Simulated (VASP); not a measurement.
# SiGeO4 (F-43m) in VASP: a series of runs

SiGeO4 is run at these levels: PBE; tasks: single point.

Everything below comes from runs of VASP 6.6.1. Logs are shortened: lines on timing, memory, paths and dates and some standing lists are left out, and cuts for length are marked.

### 1 The cell of the first run

It takes space group F-43m (No. 216, cubic). The conventional cell has a = 7.634 Å, b = 7.634 Å, c = 7.634 Å, α = 90.00°, β = 90.00°, γ = 90.00°. Si (site symmetry -43m) has 4 O at 1.26 Å within 1.7 Å. Ge (site symmetry -43m) has 4 O at 2.05 Å within 2.7 Å. Within 1.7 Å of O (site symmetry 3m) lie 1 Si at 1.26 Å.

The cell was built from a structure type or drawn by symmetry, and may not be a known phase.

### 2 Single point, PBE

Contents of INCAR:

```
  PREC = Accurate
  ENCUT = 520
  EDIFF = 1E-7
  ISMEAR = 0
  SIGMA = 0.1
  LREAL = False
  LASPH = True
  NELM = 100
  ALGO = Normal
  ISIF = 2
  LWAVE = False
  LCHARG = False
  GGA = PE
  NBANDS = 30
```

Contents of KPOINTS:

```
regular mesh
0
Gamma
  4 4 4
```

Contents of POSCAR:

```
SiGeO4
1.0
    0.0000000000      3.8168565900      3.8168565900
    3.8168565900      0.0000000000      3.8168565900
    3.8168565900      3.8168565900      0.0000000000
Si Ge O
1 1 4
Direct
    0.2500000000      0.2500000000      0.2500000000
    0.5000000000      0.5000000000      0.5000000000
    0.3449602100      0.9651193700      0.3449602100
    0.3449602100      0.3449602100      0.3449602100
    0.9651193700      0.3449602100      0.3449602100
    0.3449602100      0.3449602100      0.9651193700
```

Potentials or basis: VASP PAW PBE potentials, release 64 (Si, Ge_d, O).

Started as:

```bash
cat potpaw_PBE.64/Si/POTCAR potpaw_PBE.64/Ge_d/POTCAR potpaw_PBE.64/O/POTCAR > POTCAR
mpirun -np 1 vasp_std > vasp.out
```

OUTCAR:

```text
PREC = Accurate
   ENCUT = 520
   EDIFF = 1E-7
   ISMEAR = 0
   LREAL = False
   LASPH = True
   NELM = 100
   ISIF = 2
   GGA = PE

 ion  position               nearest neighbor table
   1  0.250  0.250  0.250-   4 1.26   3 1.26   5 1.26   6 1.26
   2  0.500  0.500  0.500-   3 2.05   5 2.05   6 2.05   4 2.05
   3  0.345  0.965  0.345-   1 1.26   2 2.05
   4  0.345  0.345  0.345-   1 1.26   2 2.05
   5  0.965  0.345  0.345-   1 1.26   2 2.05
   6  0.345  0.345  0.965-   1 1.26   2 2.05

 -----------------------------------------------------------------------------
|                                                                             |
|           W    W    AA    RRRRR   N    N  II  N    N   GGGG   !!!           |
|           W    W   A  A   R    R  NN   N  II  NN   N  G    G  !!!           |
|           W    W  A    A  R    R  N N  N  II  N N  N  G       !!!           |
|           W WW W  AAAAAA  RRRRR   N  N N  II  N  N N  G  GGG   !            |
|           WW  WW  A    A  R   R   N   NN  II  N   NN  G    G                |
|           W    W  A    A  R    R  N    N  II  N    N   GGGG   !!!           |
|                                                                             |
|     The distance between some ions is very small. Please check the          |
|     nearest-neighbor list in the OUTCAR file.                               |
|     I HOPE YOU KNOW WHAT YOU ARE DOING!                                     |
|                                                                             |
 -----------------------------------------------------------------------------

  LATTYP: Found a face centered cubic cell.
 ALAT       =     7.6337131800

  Lattice vectors:

 A1 = (   0.0000000000,   3.8168565900,   3.8168565900)
 A2 = (   3.8168565900,   0.0000000000,   3.8168565900)
 A3 = (   3.8168565900,   3.8168565900,   0.0000000000)

Analysis of symmetry for initial positions (statically):
=====================================================================
 Subroutine PRICEL returns:
 Original cell was already a primitive cell.

 Routine SETGRP: Setting up the symmetry group for a
 face centered cubic supercell.

 Subroutine GETGRP returns: Found 24 space group operations
 (whereof 24 operations were pure point group operations)
 out of a pool of 48 trial point group operations.

The static configuration has the point symmetry T_d .

Analysis of symmetry for dynamics (positions and initial velocities):
=====================================================================
 Subroutine PRICEL returns:
 Original cell was already a primitive cell.

 Routine SETGRP: Setting up the symmetry group for a
 face centered cubic supercell.

 Subroutine GETGRP returns: Found 24 space group operations
 (whereof 24 operations were pure point group operations)
 out of a pool of 48 trial point group operations.

The dynamic configuration has the point symmetry T_d .

 Subroutine INISYM returns: Found 24 space group operations
 (whereof 24 operations are pure point group operations),
 and found     1 'primitive' translations

----------------------------------------------------------------------------------------

                                     Primitive cell

  volume of cell :     111.2109

  direct lattice vectors                    reciprocal lattice vectors
     0.000000000  3.816856590  3.816856590    -0.130997848  0.130997848  0.130997848
     3.816856590  0.000000000  3.816856590     0.130997848 -0.130997848  0.130997848
     3.816856590  3.816856590  0.000000000     0.130997848  0.130997848 -0.130997848

  length of vectors
     5.397850355  5.397850355  5.397850355     0.226894929  0.226894929  0.226894929

  position of ions in fractional coordinates (direct lattice)
     0.250000000  0.250000000  0.250000000
     0.500000000  0.500000000  0.500000000
     0.344960210  0.965119370  0.344960210
     0.344960210  0.344960210  0.344960210
     0.965119370  0.344960210  0.344960210
     0.344960210  0.344960210  0.965119370

  ion indices of the primitive-cell ions
   primitive index   ion index
                 1           1
                 2           2
                 3           3
                 4           4
                 5           5
                 6           6

----------------------------------------------------------------------------------------

 KPOINTS: regular mesh

Automatic generation of k-mesh.
 Grid dimensions read from file:
 generate k-points for:    4    4    4

 Generating k-lattice:

  Cartesian coordinates                     Fractional coordinates (reciprocal lattice)
    -0.032749462  0.032749462  0.032749462     0.250000000  0.000000000  0.000000000
     0.032749462 -0.032749462  0.032749462     0.000000000  0.250000000  0.000000000
     0.032749462  0.032749462 -0.032749462     0.000000000  0.000000000  0.250000000

  Length of vectors
     0.056723732  0.056723732  0.056723732

  Shift w.r.t. Gamma in fractional coordinates (k-lattice)
     0.000000000  0.000000000  0.000000000

 Subroutine IBZKPT returns following result:
 ===========================================

 Found      8 irreducible k-points:

 Following reciprocal coordinates:
            Coordinates               Weight
  0.000000  0.000000  0.000000      1.000000
  0.250000  0.000000  0.000000      8.000000
  0.500000  0.000000  0.000000      4.000000
  0.250000  0.250000  0.000000      6.000000
  0.500000  0.250000  0.000000     24.000000
 -0.250000  0.250000  0.000000     12.000000
  0.500000  0.500000  0.000000      3.000000
 -0.250000  0.500000  0.250000      6.000000
   k-points           NKPTS =      8   k-points in BZ     NKDIM =      8   number of bands    NBANDS=     30
   number of dos      NEDOS =    301   number of ions     NIONS =      6
   total plane-waves  NPLWV =  64000
   dimension x,y,z NGX =    40 NGY =   40 NGZ =   40
   dimension x,y,z NGXF=    80 NGYF=   80 NGZF=   80
   ions per type =               1   1   4
   NGX,Y,Z   is equivalent  to a cutoff of  12.32, 12.32, 12.32 a.u.
   NGXF,Y,Z  is equivalent  to a cutoff of  24.64, 24.64, 24.64 a.u.
 SYSTEM =  unknown system
   PREC   = accura    normal or accurate (medium, high low for compatibility)
   ISTART =      0    job   : 0-new  1-cont  2-samecut
   ICHARG =      2    charge: 1-file 2-atom 10-const
   ISPIN  =      1    spin polarized calculation?
   LNONCOLLINEAR =      F non collinear calculations
   LSORBIT =      F    spin-orbit coupling
   LASPH  =      T    aspherical Exc in radial PAW
   ENCUT  =  520.0 eV  38.22 Ry    6.18 a.u.  10.04 10.04 10.04*2*pi/ulx,y,z
   NELM   =    100;   NELMIN=  2; NELMDL= -5     # of ELM steps
   EDIFF  = 0.1E-06   stopping-criterion for ELM
   LREAL  =      F    real-space projection
   EDIFFG = 0.1E-05   stopping-criterion for IOM
   NSW    =      0    number of steps for IOM
   IBRION =     -1    ionic relax: 0-MD 1-quasi-New 2-CG
   NFREE  =      0    steps in history (QN), initial steepest desc. (CG)
   ISIF   =      2    stress and relaxation
   ISYM   =      2    0-nonsym 1-usesym 2-fastsym
   POTIM  = 0.5000    time-step for ionic-motion
   TEBEG  =    0.0;   TEEND  =   0.0 temperature during run
   PSTRESS=    0.0 pullay stress
   NELECT =      42.0000    total number of electrons
   NUPDOWN=      -1.0000    fix difference up-down
   EMIN   =  10.00;   EMAX   =-10.00  energy-range for DOS
   EFERMI =   0.00;   METHOD = LEGACY
   ISMEAR =     0;   SIGMA  =   0.10  broadening in eV -4-tet -1-fermi 0-gaus
   EFERMI_NEDOS =   21; number of points for ismear=-14 and -15
   IALGO  =     38    algorithm
   IMIX   =      4    mixing-type and parameters
     AMIX     =   0.40;   BMIX     =  1.00
     AMIX_MAG =   1.60;   BMIX_MAG =  1.00
  volume/ion in A,a.u.               =      18.54       125.08
  Fermi-wavevector in a.u.,A,eV,Ry     =   1.183338  2.236184 19.052081  1.400288
  Thomas-Fermi vector in A             =   2.319574
   LORBIT       =      0    0 simple, 1 ext, 2 COOP (PROOUT), +10 PAW based schemes
   GGA     = PE    functional components
   LHFCALC =     F    Hartree Fock is set to
   AEXX    =    0.0000 exact exchange contribution
   IVDW    =     0    specifies the selected vdW correction
   LEPSILON=     F    determine dielectric tensor
   LRPA    =     F    only Hartree local field effects (RPA)
 non-spin polarized calculation
 Gauss-broadening in eV      SIGMA  =   0.10
  energy-cutoff  :      520.00
  volume of cell :      111.21
 maximum number of plane-waves:      3028
   NGX = 21   NGY = 21   NGZ = 21

 number of electron      41.9999992 magnetization

 Free energy of the ion-electron system (eV)
  ---------------------------------------------------
  ext. energy  EPLUGINS =         0.00000000
  ---------------------------------------------------
  free energy    TOTEN  =       -17.93200300 eV

  energy without entropy =      -17.92762552  energy(sigma->0) =      -17.92981426

 E-fermi :  -0.4738     XC(G=0):  -7.2345

 val. band max:       -0.5793455369   @ k =   0.5000   0.0000   0.0000
 cond. band min:      -0.1046751578   @ k =   0.2500   0.0000   0.0000
 fundamental gap:      0.4746703791
 Fermi energy:        -0.4738418419

 k-point     1 :       0.0000    0.0000    0.0000
  band No.  band energies     occupation
      1     -26.2850      2.00000
      2     -26.2850      2.00000
      3     -26.2850      2.00000
      4     -26.2498      2.00000
      5     -26.2498      2.00000
      6     -21.8691      2.00000
[... 22 lines left out ...]
     29       9.9933      0.00000
     30      11.5360      0.00000

 k-point     2 :       0.2500    0.0000    0.0000
  band No.  band energies     occupation
      1     -26.2862      2.00000
      2     -26.2848      2.00000
      3     -26.2848      2.00000
      4     -26.2498      2.00000
      5     -26.2498      2.00000
      6     -21.8232      2.00000
[... 190 lines left out ...]
 k-point     8 :      -0.2500    0.5000    0.2500
  band No.  band energies     occupation
      1     -26.2885      2.00000
      2     -26.2845      2.00000
      3     -26.2845      2.00000
      4     -26.2498      2.00000
      5     -26.2498      2.00000
      6     -21.7416      2.00000
[... 22 lines left out ...]
     29      10.0875      0.00000
     30      12.4582      0.00000

------------------------ aborting loop because EDIFF is reached ----------------------------------------

  FORCE on cell =-STRESS in cart. coord.  units (eV):
  Direction    XX          YY          ZZ          XY          YZ          ZX
  --------------------------------------------------------------------------------------
  -------------------------------------------------------------------------------------
  Total       52.7848948     52.7848948     52.7848948      0.0000000     -0.0000000      0.0000000
  in kB      760.4535985    760.4535985    760.4535985      0.0000000     -0.0000000      0.0000000
  external PRESSURE =     760.4535985 kB  Pullay stress =       0.0000000 kB

 VOLUME and BASIS-vectors are now :
 -----------------------------------------------------------------------------
  energy-cutoff  :      520.00
  volume of cell :      111.21
      direct lattice vectors                 reciprocal lattice vectors
     0.000000000  3.816856590  3.816856590    -0.130997848  0.130997848  0.130997848
     3.816856590  0.000000000  3.816856590     0.130997848 -0.130997848  0.130997848
     3.816856590  3.816856590  0.000000000     0.130997848  0.130997848 -0.130997848

 POSITION                                       TOTAL-FORCE (eV/Angst)
 -----------------------------------------------------------------------------------
      1.90843      1.90843      1.90843         0.000000      0.000000      0.000000
      3.81686      3.81686      3.81686         0.000000      0.000000      0.000000
      5.00039      2.63333      5.00039       -24.881072     24.881072    -24.881072
      2.63333      2.63333      2.63333        24.881072     24.881072     24.881072
      2.63333      5.00039      5.00039        24.881072    -24.881072    -24.881072
      5.00039      5.00039      2.63333       -24.881072    -24.881072     24.881072
 -----------------------------------------------------------------------------------
    total drift:                               -0.000005     -0.000005     -0.000006

  FREE ENERGIE OF THE ION-ELECTRON SYSTEM (eV)
  ---------------------------------------------------
  free  energy   TOTEN  =       -17.9320029974 eV

  energy  without entropy=      -17.9276255175  energy(sigma->0) =      -17.92981426
```

Run time: 61 s. Hardware: 1 thread of Intel Xeon 8259CL, shared host; peak memory 0.24 GiB.

What came out:

* Free energy: -17.9320 eV
* Pressure: 76.0 GPa
* Largest force: 43.095 eV/Å
* Band gap on the k mesh: zero (filled and empty bands overlap)

Forces in eV/Å, atoms in the order of the input:
```
Si    0.000   0.000   0.000
Ge    0.000   0.000   0.000
O   -24.881  24.881 -24.881
O    24.881  24.881  24.881
O    24.881 -24.881 -24.881
O   -24.881 -24.881  24.881
```

Caveat: the cell stands under pressure; forces of over 1 eV/Å act on the atoms, so gaps and moduli don't describe the material at rest.

### 3 Single point, PBE

This run uses another cell than the first one, of 19.21 Å³/atom.

Contents of INCAR:

```
PREC     = Accurate       # precision mode
ENCUT    = 520            # plane-wave cutoff, eV
EDIFF    = 1E-7           # SCF threshold, eV
ISMEAR   = 0              # smearing method
SIGMA    = 0.1            # smearing width, eV
LREAL    = F              # projectors in reciprocal space
LASPH    = T              # aspherical terms in the spheres
NELM     = 60             # most SCF steps
ALGO     = Normal         # electronic algorithm
ISIF     = 2              # what is computed and relaxed
LWAVE    = F              # write WAVECAR
LCHARG   = T              # write CHGCAR
GGA      = PE             # functional
LELF     = T              # ELF
LVHAR    = T            
NBANDS   = 30             # bands
```

KPOINTS is that of step 2.

Contents of POSCAR:

```
SiGeO4
1.0
    0.0000000000      3.8627339777      3.8627339777
    3.8627339777      0.0000000000      3.8627339777
    3.8627339777      3.8627339777      0.0000000000
Si Ge O
1 1 4
Direct
    0.2500000000      0.2500000000      0.2500000000
    0.5000000000      0.5000000000      0.5000000000
    0.3707341805      0.8877974586      0.3707341805
    0.3707341805      0.3707341805      0.3707341805
    0.8877974586      0.3707341805      0.3707341805
    0.3707341805      0.3707341805      0.8877974586
```

Potentials or basis: VASP PAW PBE potentials, release 64 (Si, Ge_d, O).

Started as:

```bash
cat potpaw_PBE.64/Si/POTCAR potpaw_PBE.64/Ge_d/POTCAR potpaw_PBE.64/O/POTCAR > POTCAR
mpirun -np 1 vasp_std > vasp.out
```

Wall time 77 s (1 thread of Intel Xeon 8259CL, shared host); peak memory 0.26 GiB.

Results (log left out):

```
Free energy            : -42.5621 eV
Pressure               : -0.1 GPa
Largest force          : 0.100 eV/Å
Band gap on the k mesh : 4.05 eV
```

Forces on the atoms (eV/Å):
```
Si   0.000  0.000  0.000
Ge   0.000  0.000  0.000
O   -0.058  0.058 -0.058
O    0.058  0.058  0.058
O    0.058 -0.058 -0.058
O   -0.058 -0.058  0.058
```

Levels at points of the mesh, in eV from the valence-band top:
```csv
k point,band 18,band 19,band 20,band 21,band 22,band 23,band 24,band 25
"(0.00, 0.00, 0.00)",-1.53,0.00,0.00,0.00,4.05,6.90,8.34,8.34
"(0.50, 0.00, 0.00)",-1.67,-0.66,-0.66,0.00,5.56,7.73,8.54,9.62
"(0.50, 0.50, 0.00)",-1.37,-0.78,-0.44,-0.44,6.51,7.65,8.81,10.09
```

### 4 Single point, PBE (16.93 Å³/atom)

This run uses another cell than the first one, of 16.93 Å³/atom.

Contents of INCAR:

```
  ALGO = Normal
  EDIFF = 1E-7
  ENCUT = 520
  GGA = PE
  ISIF = 2
  ISMEAR = 0
  LASPH = T
  LCHARG = F
  LREAL = F
  LWAVE = F
  NBANDS = 30
  NELM = 60
  PREC = Accurate
  SIGMA = 0.02
```

Contents of KPOINTS:

```
k-points
0
Gamma
  6 6 6
```

Contents of POSCAR:

```
SiGeO4
1.0
    0.0000000000      3.7035198653      3.7035198653
    3.7035198653      0.0000000000      3.7035198653
    3.7035198653      3.7035198653      0.0000000000
Si Ge O
1 1 4
Direct
    0.7500000000      0.7500000000      0.7500000000
    0.5000000000      0.5000000000      0.5000000000
    0.1126396115      0.6291201295      0.6291201295
    0.6291201295      0.1126396115      0.6291201295
    0.6291201295      0.6291201295      0.1126396115
    0.6291201295      0.6291201295      0.6291201295
```

Started as:

```bash
cat potpaw_PBE.64/Si/POTCAR potpaw_PBE.64/Ge_d/POTCAR potpaw_PBE.64/O/POTCAR > POTCAR
mpirun -np 1 vasp_std > vasp.out
```

It took 1.8 min on 1 thread of Intel Xeon 8259CL, shared host; peak memory 0.26 GiB.

The run converged. Its results:

```yaml
Free_energy: -41.7641 eV
Pressure: 20.6 GPa
Largest_force: 0.192 eV/Å
Band_gap_on_the_k_mesh: 5.19 eV (least direct gap 5.20 eV)
```

Forces in eV/Å, atoms in the order of the input:
```
Si   0.000  0.000  0.000
Ge   0.000  0.000  0.000
O   -0.111  0.111  0.111
O    0.111 -0.111  0.111
O    0.111  0.111 -0.111
O   -0.111 -0.111 -0.111
```

Levels at points of the mesh, in eV from the valence-band top:
| k point | band 19 | band 20 | band 21 | band 22 | band 23 | band 24 |
| --- | --- | --- | --- | --- | --- | --- |
| (0.00, 0.00, 0.00) | -0.01 | -0.01 | -0.01 | 5.19 | 7.95 | 9.19 |
| (0.50, 0.00, 0.00) | -0.73 | -0.73 | 0.00 | 7.16 | 7.99 | 8.77 |
| (0.50, 0.50, 0.00) | -0.90 | -0.49 | -0.49 | 8.08 | 8.17 | 9.30 |

Caveat: the cell stands under pressure. A k mesh can miss the band edges.

[end of part 1 of 2]
